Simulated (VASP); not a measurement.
# Si in VASP: a series of runs, part 2 of 2

VASP 6.6.1. Earlier steps stand in the parts before.

## (3) Single point, PBE (atoms displaced along a vibrational mode)

INCAR

```
SYSTEM = Si
  PREC = Accurate
  ENCUT = 520
  EDIFF = 1E-7
  ISMEAR = 0
  SIGMA = 0.05
  LREAL = .FALSE.
  LASPH = .TRUE.
  NELM = 60
  ALGO = Normal
  ISIF = 2
  LWAVE = .FALSE.
  LCHARG = .FALSE.
  GGA = PE
  NBANDS = 16
```

KPOINTS

```
Automatic mesh
0
G
  10 10 10
  0 0 0
```

POSCAR

```
Si
1.0
   -3.3455832176      3.3455832176      1.9304179803
    3.3455832176     -3.3455832176      1.9304179803
    3.3455832176      3.3455832176     -1.9304179803
Si
4
Direct
    0.1600808163      0.1630698318      0.3542319998
    0.8339411527      0.8369301682      0.6397899693
    0.1815995231      0.8213894924      0.0029890155
    0.8243785078      0.1786105076      0.0029890155
```

Potentials or basis: VASP PAW PBE potentials, release 64 (Si).

Started as:

```bash
cat potpaw_PBE.64/Si/POTCAR > POTCAR
mpirun -np 1 vasp_std > vasp.out
```

OUTCAR:

```text
SYSTEM = Si
   PREC = Accurate
   ENCUT = 520
   EDIFF = 1E-7
   ISMEAR = 0
   LREAL = .FALSE.
   LASPH = .TRUE.
   NELM = 60
   ISIF = 2
   GGA = PE

 ion  position               nearest neighbor table
   1  0.160  0.163  0.354-   2 2.26   4 2.35   3 2.39   2 2.46
   2  0.834  0.837  0.640-   1 2.26   4 2.39   3 2.43   1 2.46
   3  0.182  0.821  0.003-   4 2.36   4 2.36   1 2.39   2 2.43
   4  0.824  0.179  0.003-   1 2.35   3 2.36   3 2.36   2 2.39

  LATTYP: Found a body centered tetragonal cell.
 ALAT       =     6.6911664352
 C/A-ratio  =     0.5770049210

  Lattice vectors:

 A1 = (  -3.3455832176,   3.3455832176,   1.9304179803)
 A2 = (   3.3455832176,  -3.3455832176,   1.9304179803)
 A3 = (   3.3455832176,   3.3455832176,  -1.9304179803)

Analysis of symmetry for initial positions (statically):
=====================================================================
 Subroutine PRICEL returns:
 Original cell was already a primitive cell.

 Routine SETGRP: Setting up the symmetry group for a
 body centered tetragonal supercell.

 Subroutine GETGRP returns: Found  1 space group operations
 (whereof  1 operations were pure point group operations)
[... 173 lines left out ...]
 fundamental gap:      0.1705268204
 Fermi energy:         5.5569290304

 k-point     1 :       0.0000    0.0000    0.0000
  band No.  band energies     occupation
      1      -6.6567      2.00000
      2      -2.5251      2.00000
      3      -0.2519      2.00000
      4      -0.2458      2.00000
      5       1.5609      2.00000
      6       3.8226      2.00000
[... 433 lines left out ...]
      3      -0.3626      2.00000
      4      -0.3110      2.00000
      5       1.7062      2.00000
      6       2.4085      2.00000
[... 8 lines left out ...]
     15       9.8981      0.00000
     16      12.5107      0.00000

 [... further k-points ...]

------------------------ aborting loop because EDIFF is reached ----------------------------------------

  FORCE on cell =-STRESS in cart. coord.  units (eV):
  Direction    XX          YY          ZZ          XY          YZ          ZX
  --------------------------------------------------------------------------------------
  -------------------------------------------------------------------------------------
  Total        0.0621911      0.1647030      0.2433294      0.1169405     -0.8286491     -0.8256883
  in kB        1.1528785      3.0532119      4.5107643      2.1678063    -15.3612391    -15.3063521
  external PRESSURE =       2.9056183 kB  Pullay stress =       0.0000000 kB

 VOLUME and BASIS-vectors are now :
 -----------------------------------------------------------------------------
  energy-cutoff  :      520.00
  volume of cell :       86.43
      direct lattice vectors                 reciprocal lattice vectors
    -3.345583218  3.345583218  1.930417980     0.000000000  0.149450774  0.259011263
     3.345583218 -3.345583218  1.930417980     0.149450774  0.000000000  0.259011263
     3.345583218  3.345583218 -1.930417980     0.149450774  0.149450774  0.000000000

 POSITION                                       TOTAL-FORCE (eV/Angst)
 -----------------------------------------------------------------------------------
      1.19511      1.17511     -0.06000        -0.154518      0.181136      1.438861
      2.15047      2.13047      1.99042         0.153877      0.438707     -1.447804
      2.15047     -2.13047      1.93042         0.008619     -0.292798      0.003461
     -2.15047      2.17047      1.93042        -0.007978     -0.327045      0.005482
 -----------------------------------------------------------------------------------
    total drift:                               -0.000111      0.000003      0.000018

  FREE ENERGIE OF THE ION-ELECTRON SYSTEM (eV)
  ---------------------------------------------------
  free  energy   TOTEN  =       -21.1966923705 eV

  energy  without entropy=      -21.1966848068  energy(sigma->0) =      -21.19668859
```

stdout:

```text
POSCAR found type information on POSCAR Si
 POSCAR found :  1 types and       4 ions
 scaLAPACK will be used
 LDA part: xc-table for (Slater+PW92), standard interpolation
 POSCAR, INCAR and KPOINTS ok, starting setup
 FFT: planning ... GRIDC
 FFT: planning ... GRID_SOFT
 FFT: planning ... GRID
 WAVECAR not read
 entering main loop
```

Wall time 15 min (1 thread of Intel Xeon Platinum 8488C (Sapphire Rapids), shared host); peak memory 0.6 GiB.

What came out:

* Free energy: -21.1967 eV
* Pressure: 0.3 GPa
* Largest force: 1.521 eV/Å
* Band gap on the k mesh: 0.17 eV (least direct gap 0.21 eV)

Forces on the atoms (eV/Å):
```
Si  -0.155  0.181  1.439
Si   0.154  0.439 -1.448
Si   0.009 -0.293  0.003
Si  -0.008 -0.327  0.005
```

Stress tensor (GPa, compression positive):
```
 0.12  0.22 -1.53
 0.22  0.31 -1.54
-1.53 -1.54  0.45
```

Levels at points of the mesh, in eV from the valence-band top:
```
           k point  band 5  band 6  band 7  band 8  band 9  band 10  band 11  band 12
(0.00, 0.00, 0.00)   -3.92   -1.66   -1.59   -0.74    1.17     1.33     1.36     2.12
(0.50, 0.00, 0.00)   -4.52   -3.74   -2.47   -1.55    0.55     2.28     3.02     3.25
(0.50, 0.00, 0.50)   -4.41   -3.51   -2.58   -1.69    0.82     2.03     2.64     3.31
(0.00, 0.50, 0.50)   -4.41   -3.51   -2.59   -1.69    0.81     2.03     2.64     3.30
(0.00, 0.50, 0.00)   -4.52   -3.75   -2.46   -1.55    0.56     2.28     3.02     3.26
(0.50, 0.50, 0.00)   -2.98   -2.16   -2.05   -1.71    1.43     1.68     1.75     3.74
(0.00, 0.00, 0.50)   -3.00   -2.34   -1.85   -1.76    1.37     1.74     1.75     3.70
(0.50, 0.50, 0.50)   -3.06   -0.61   -0.21    0.00    0.21     2.82     3.20     3.67
```

Caveat: the cell differs from its parent crystal (atoms displaced along a vibrational mode); forces of over 1 eV/Å act on the atoms, so gaps and moduli don't describe the material at rest. A k mesh can miss the band edges.

## (4) Single point, PBE (atoms displaced along a vibrational mode)

INCAR

```
PREC = Accurate
ENCUT = 520
EDIFF = 1E-6
ISMEAR = 0
SIGMA = 0.05
LREAL = False
LASPH = True
NELM = 80
ALGO = Normal
ISIF = 2
LWAVE = False
LCHARG = False
GGA = PE
NBANDS = 16
```

KPOINTS

```
regular mesh
0
Gamma
  10 10 10
```

POSCAR

```
Si
1.0
   -3.3455832176      3.3455832176      1.9304179803
    3.3455832176     -3.3455832176      1.9304179803
    3.3455832176      3.3455832176     -1.9304179803
Si
4
Direct
    0.1630698318      0.1630698318      0.3572210152
    0.8369301682      0.8369301682      0.6427789848
    0.1786105076      0.8213894924      0.0000000000
    0.8213894924      0.1786105076      0.0000000000
```

Started as:

```bash
cat potpaw_PBE.64/Si/POTCAR > POTCAR
mpirun -np 1 vasp_std > vasp.out
```

Run time: 19 min. Hardware: 1 thread of Intel Xeon 8259CL, shared host; peak memory 0.43 GiB.

Results (log left out):

| Property | Result |
| --- | --- |
| Free energy | -21.2091 eV |
| Pressure | 0.2 GPa |
| Largest force | 1.460 eV/Å |
| Band gap on the k mesh | 0.17 eV (least direct gap 0.20 eV) |

Forces in eV/Å, atoms in the order of the input:
```
Si  -0.152 -0.152  1.445
Si   0.152  0.152 -1.445
Si   0.006 -0.006  0.000
Si  -0.006  0.006  0.000
```

Stress tensor (GPa, compression positive):
```
 0.14  0.22 -1.53
 0.22  0.14 -1.53
-1.53 -1.53  0.45
```

Levels at points of the mesh, in eV from the valence-band top:
```tsv
k point	band 5	band 6	band 7	band 8	band 9	band 10	band 11	band 12
(0.00, 0.00, 0.00)	-3.92	-1.66	-1.59	-0.74	1.17	1.33	1.35	2.12
(0.50, 0.00, 0.00)	-4.52	-3.75	-2.47	-1.55	0.56	2.27	3.02	3.26
(0.50, 0.00, 0.50)	-4.41	-3.51	-2.59	-1.70	0.82	2.02	2.64	3.31
(0.50, 0.50, 0.00)	-2.99	-2.16	-2.05	-1.72	1.43	1.67	1.76	3.73
(0.00, 0.00, 0.50)	-3.00	-2.34	-1.84	-1.78	1.37	1.74	1.74	3.69
(0.50, 0.50, 0.50)	-3.06	-0.61	-0.21	0.00	0.20	2.82	3.20	3.66
```

Caveat: the cell differs from its parent crystal (atoms displaced along a vibrational mode); forces of over 1 eV/Å act on the atoms, so gaps and moduli don't describe the material at rest. A k mesh can miss the band edges.

## (5) Single point, PBE (atoms displaced along a vibrational mode)

INCAR

```
PREC     = Accurate       # precision mode
ENCUT    = 520            # plane-wave cutoff, eV
EDIFF    = 1E-7           # SCF threshold, eV
ISMEAR   = 0              # smearing method
SIGMA    = 0.05           # smearing width, eV
LREAL    = F              # projectors in reciprocal space
LASPH    = T              # aspherical terms in the spheres
NELM     = 100            # most SCF steps
ALGO     = Normal         # electronic algorithm
ISIF     = 2              # what is computed and relaxed
LWAVE    = F              # write WAVECAR
LCHARG   = F              # write CHGCAR
GGA      = PE             # functional
NBANDS   = 16             # bands
```

KPOINTS is that of step 4.

POSCAR, as its differences from that of step 4:

```diff
@@ -8,4 +8,4 @@
 Direct
-    0.1630698318      0.1630698318      0.3572210152
-    0.8369301682      0.8369301682      0.6427789848
+    0.1682500571      0.1682500571      0.3572210152
+    0.8317499429      0.8317499429      0.6427789848
     0.1786105076      0.8213894924      0.0000000000
```

Potentials or basis: VASP PAW PBE potentials, release 64 (Si).

Started as:

```bash
cat potpaw_PBE.64/Si/POTCAR > POTCAR
mpirun -np 1 vasp_std > vasp.out
```

OUTCAR:

```text
PREC = Accurate
   ENCUT = 520
   EDIFF = 1E-7
   ISMEAR = 0
   LREAL = F
   LASPH = T
   NELM = 100
   ISIF = 2
   GGA = PE

 ion  position               nearest neighbor table
   1  0.168  0.168  0.357-   2 2.29   3 2.39   4 2.39   2 2.42
   2  0.832  0.832  0.643-   1 2.29   3 2.39   4 2.39   1 2.42
   3  0.179  0.821  0.000-   4 2.36   4 2.36   2 2.39   1 2.39
   4  0.821  0.179  0.000-   3 2.36   3 2.36   2 2.39   1 2.39

  LATTYP: Found a body centered tetragonal cell.
 ALAT       =     6.6911664352
 C/A-ratio  =     0.5770049210

  Lattice vectors:

 A1 = (  -3.3455832176,   3.3455832176,   1.9304179803)
 A2 = (   3.3455832176,  -3.3455832176,   1.9304179803)
 A3 = (   3.3455832176,   3.3455832176,  -1.9304179803)

Analysis of symmetry for initial positions (statically):
=====================================================================
 Subroutine PRICEL returns:
 Original cell was already a primitive cell.

 Routine SETGRP: Setting up the symmetry group for a
 body centered tetragonal supercell.

 Subroutine GETGRP returns: Found  4 space group operations
 (whereof  4 operations were pure point group operations)
 out of a pool of 16 trial point group operations.

The static configuration has the point symmetry C_2h.

Analysis of symmetry for dynamics (positions and initial velocities):
=====================================================================
 Subroutine PRICEL returns:
 Original cell was already a primitive cell.

 Routine SETGRP: Setting up the symmetry group for a
 body centered tetragonal supercell.

 Subroutine GETGRP returns: Found  4 space group operations
 (whereof  4 operations were pure point group operations)
 out of a pool of 16 trial point group operations.

The dynamic configuration has the point symmetry C_2h.

 Subroutine INISYM returns: Found  4 space group operations
 (whereof  4 operations are pure point group operations),
 and found     1 'primitive' translations

----------------------------------------------------------------------------------------

                                     Primitive cell

  volume of cell :      86.4281

  direct lattice vectors                    reciprocal lattice vectors
    -3.345583218  3.345583218  1.930417980     0.000000000  0.149450774  0.259011263
     3.345583218 -3.345583218  1.930417980     0.149450774  0.000000000  0.259011263
     3.345583218  3.345583218 -1.930417980     0.149450774  0.149450774  0.000000000

  length of vectors
     5.110026195  5.110026195  5.110026195     0.299035731  0.299035731  0.211355311

  position of ions in fractional coordinates (direct lattice)
     0.168250057  0.168250057  0.357221015
     0.831749943  0.831749943  0.642778985
     0.178610508  0.821389492  0.000000000
     0.821389492  0.178610508  0.000000000

  ion indices of the primitive-cell ions
   primitive index   ion index
                 1           1
                 2           2
                 3           3
                 4           4

----------------------------------------------------------------------------------------

 KPOINTS: regular mesh

Automatic generation of k-mesh.
 Grid dimensions read from file:
[... 23 lines left out ...]
  0.100000 -0.000000  0.000000      4.000000
  0.100000 -0.000000 -0.100000      4.000000
  0.200000 -0.000000  0.000000      4.000000
  0.200000 -0.000000 -0.200000      4.000000
  0.300000 -0.000000  0.000000      4.000000
[... 16 lines left out ...]
  0.400000  0.100000  0.000000      4.000000
  0.500000 -0.000000 -0.400000      4.000000
 [... further k-points ...]
   k-points           NKPTS =    282   k-points in BZ     NKDIM =    282   number of bands    NBANDS=     16
   number of dos      NEDOS =    301   number of ions     NIONS =      4
   total plane-waves  NPLWV =  64000
   dimension x,y,z NGX =    40 NGY =   40 NGZ =   40
   dimension x,y,z NGXF=    80 NGYF=   80 NGZF=   80
   ions per type =               4
   NGX,Y,Z   is equivalent  to a cutoff of  13.01, 13.01, 13.01 a.u.
   NGXF,Y,Z  is equivalent  to a cutoff of  26.03, 26.03, 26.03 a.u.
 SYSTEM =  unknown system
   PREC   = accura    normal or accurate (medium, high low for compatibility)
   ISTART =      0    job   : 0-new  1-cont  2-samecut
   ICHARG =      2    charge: 1-file 2-atom 10-const
   ISPIN  =      1    spin polarized calculation?
   LNONCOLLINEAR =      F non collinear calculations
   LSORBIT =      F    spin-orbit coupling
   LASPH  =      T    aspherical Exc in radial PAW
   ENCUT  =  520.0 eV  38.22 Ry    6.18 a.u.   9.50  9.50  9.50*2*pi/ulx,y,z
   NELM   =    100;   NELMIN=  2; NELMDL= -5     # of ELM steps
   EDIFF  = 0.1E-06   stopping-criterion for ELM
   LREAL  =      F    real-space projection
   EDIFFG = 0.1E-05   stopping-criterion for IOM
   NSW    =      0    number of steps for IOM
   IBRION =     -1    ionic relax: 0-MD 1-quasi-New 2-CG
   NFREE  =      0    steps in history (QN), initial steepest desc. (CG)
   ISIF   =      2    stress and relaxation
   ISYM   =      2    0-nonsym 1-usesym 2-fastsym
   POTIM  = 0.5000    time-step for ionic-motion
   TEBEG  =    0.0;   TEEND  =   0.0 temperature during run
   PSTRESS=    0.0 pullay stress
   NELECT =      16.0000    total number of electrons
   NUPDOWN=      -1.0000    fix difference up-down
   EMIN   =  10.00;   EMAX   =-10.00  energy-range for DOS
   EFERMI =   0.00;   METHOD = LEGACY
   ISMEAR =     0;   SIGMA  =   0.05  broadening in eV -4-tet -1-fermi 0-gaus
   EFERMI_NEDOS =   21; number of points for ismear=-14 and -15
   IALGO  =     38    algorithm
   IMIX   =      4    mixing-type and parameters
     AMIX     =   0.40;   BMIX     =  1.00
     AMIX_MAG =   1.60;   BMIX_MAG =  1.00
  volume/ion in A,a.u.               =      21.61       145.81
  Fermi-wavevector in a.u.,A,eV,Ry     =   0.933032  1.763175 11.844531  0.870548
  Thomas-Fermi vector in A             =   2.059691
   LORBIT       =      0    0 simple, 1 ext, 2 COOP (PROOUT), +10 PAW based schemes
   GGA     = PE    functional components
   LHFCALC =     F    Hartree Fock is set to
   AEXX    =    0.0000 exact exchange contribution
   IVDW    =     0    specifies the selected vdW correction
   LEPSILON=     F    determine dielectric tensor
   LRPA    =     F    only Hartree local field effects (RPA)
 non-spin polarized calculation
 Gauss-broadening in eV      SIGMA  =   0.05
  energy-cutoff  :      520.00
  volume of cell :       86.43
 maximum number of plane-waves:      2361
 NGX is ok and might be reduce to    40
   NGX = 19   NGY = 19   NGZ = 19

 number of electron      16.0000000 magnetization

 Free energy of the ion-electron system (eV)
  ---------------------------------------------------
  ext. energy  EPLUGINS =         0.00000000
  ---------------------------------------------------
  free energy    TOTEN  =       -21.25713124 eV

  energy without entropy =      -21.25713116  energy(sigma->0) =      -21.25713120

 E-fermi :   5.5253     XC(G=0):  -9.0195

 val. band max:        5.3964048346   @ k =   0.5000   0.5000   0.5000
 cond. band min:       5.6681554633   @ k =  -0.2000  -0.1000   0.2000
 fundamental gap:      0.2717506287
 Fermi energy:         5.5253392322

 k-point     1 :       0.0000    0.0000    0.0000
  band No.  band energies     occupation
      1      -6.6489      2.00000
      2      -2.5094      2.00000
      3      -0.2456      2.00000
      4      -0.2448      2.00000
      5       1.5769      2.00000
      6       3.8307      2.00000
[... 433 lines left out ...]
      3      -2.2822      2.00000
      4      -0.6955      2.00000
      5       1.0072      2.00000
      6       2.1707      2.00000
[... 8 lines left out ...]
     15      11.4410      0.00000
     16      13.3147      0.00000

 [... further k-points ...]

------------------------ aborting loop because EDIFF is reached ----------------------------------------

  FORCE on cell =-STRESS in cart. coord.  units (eV):
  Direction    XX          YY          ZZ          XY          YZ          ZX
  --------------------------------------------------------------------------------------
  -------------------------------------------------------------------------------------
  Total        0.0159031      0.0159031      0.0874143      0.0518059     -0.5449330     -0.5449330
  in kB        0.2948059      0.2948059      1.6204582      0.9603614    -10.1017983    -10.1017983
  external PRESSURE =       0.7366900 kB  Pullay stress =       0.0000000 kB

 VOLUME and BASIS-vectors are now :
 -----------------------------------------------------------------------------
  energy-cutoff  :      520.00
  volume of cell :       86.43
      direct lattice vectors                 reciprocal lattice vectors
    -3.345583218  3.345583218  1.930417980     0.000000000  0.149450774  0.259011263
     3.345583218 -3.345583218  1.930417980     0.149450774  0.000000000  0.259011263
     3.345583218  3.345583218 -1.930417980     0.149450774  0.149450774  0.000000000

 POSITION                                       TOTAL-FORCE (eV/Angst)
 -----------------------------------------------------------------------------------
      1.19511      1.19511     -0.04000        -0.067111     -0.067111      0.959767
      2.15047      2.15047      1.97042         0.067111      0.067111     -0.959767
      2.15047     -2.15047      1.93042         0.002559     -0.002559      0.000000
     -2.15047      2.15047      1.93042        -0.002559      0.002559      0.000000
 -----------------------------------------------------------------------------------
    total drift:                               -0.000000     -0.000000      0.000000

  FREE ENERGIE OF THE ION-ELECTRON SYSTEM (eV)
  ---------------------------------------------------
  free  energy   TOTEN  =       -21.2571312397 eV

  energy  without entropy=      -21.2571311625  energy(sigma->0) =      -21.25713120
```

It took 19 min on 1 thread of Intel Xeon 8259CL, shared host; peak memory 0.43 GiB.

What came out:

```
Free energy            : -21.2571 eV
Pressure               : 0.1 GPa
Largest force          : 0.964 eV/Å
Band gap on the k mesh : 0.27 eV (least direct gap 0.31 eV)
```

Forces on the atoms (eV/Å):
```
Si  -0.067 -0.067  0.960
Si   0.067  0.067 -0.960
Si   0.003 -0.003  0.000
Si  -0.003  0.003  0.000
```

Caveat: the cell differs from its parent crystal (atoms displaced along a vibrational mode). A k mesh can miss the band edges.

## (6) The runs side by side

```csv
cell,gap on the mesh (eV),pressure (GPa),largest force (eV/Å)
"as given, atomic positions A",0.36,0.0,0.57
"as given, atomic positions B",0.17,0.3,1.52
"as given, atomic positions C",0.17,0.2,1.46
"as given, atomic positions D",0.27,0.1,0.96
```

Alike in all rows: task single point; level PBE; potentials or basis VASP PAW PBE potentials, release 64 (Si); no spin polarisation; k mesh 10 × 10 × 10; cutoff (eV) 520; smearing gaussian 0.05 eV.

Caveats: forces of over 1 eV/Å act on the atoms, so gaps and moduli don't describe the material at rest (at least some runs).

Absolute energies hang on the potentials; compare differences alone.
